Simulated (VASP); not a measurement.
Write the native input for VASP 6.6.1 that does the following.

```
Task                   : single point
Functional             : PBEsol
Potentials or basis    : VASP PAW PBE potentials, release 64 (Ru_pv)
Cutoff                 : 520 eV
k mesh                 : 21 × 21 × 12
Occupations            : gaussian, width 0.15 eV
Spin                   : no spin polarisation
Dipole correction      : no
Further INCAR settings : ALGO = Fast; EDIFF = 1e-07; NBANDS = 21
```

The structure of Ru lies in POSCAR:

```
Ru
1.0
    2.6327231756      0.0000000000      0.0000000000
   -1.3163615878      2.2800051512      0.0000000000
    0.0000000000      0.0000000000      4.3674244761
Ru
2
Direct
    0.3333333333      0.6666666667      0.2500000000
    0.6666666667      0.3333333333      0.7500000000
```

This cell differs from its parent crystal: volume 13.108 Å^3 an atom, c/a of the conventional cell 1.6589.

These files were run (other wordings do the same):

INCAR

```
ALGO = Fast
EDIFF = 1E-7
ENCUT = 520
GGA = PS
ISIF = 2
ISMEAR = 0
LASPH = T
LCHARG = T
LELF = T
LREAL = F
LVHAR = T
LWAVE = F
NBANDS = 21
NELM = 60
PREC = Accurate
SIGMA = 0.15
```

KPOINTS

```
k-points
0
Gamma
  21 21 12
```

Potentials or basis: VASP PAW PBE potentials, release 64 (Ru_pv).

Launch:

```bash
$ cat potpaw_PBE.64/Ru_pv/POTCAR > POTCAR
$ mpirun -np 1 vasp_std > vasp.out
```

Results of the run:

| Item | Value |
| --- | --- |
| Pressure | 6.1 GPa |
| Band gap on the k mesh | zero (band 14 reaches 15.16 eV, above the bottom of band 15 at 11.78 eV) |

Caveat: the PAW data sets were made with another functional, which shifts forces and pressure a little.

Run time: 90 s on 1 thread of Intel(R) Xeon(R) Platinum 8488C (Sapphire Rapids), on a shared host, peak memory 0.25 GiB.
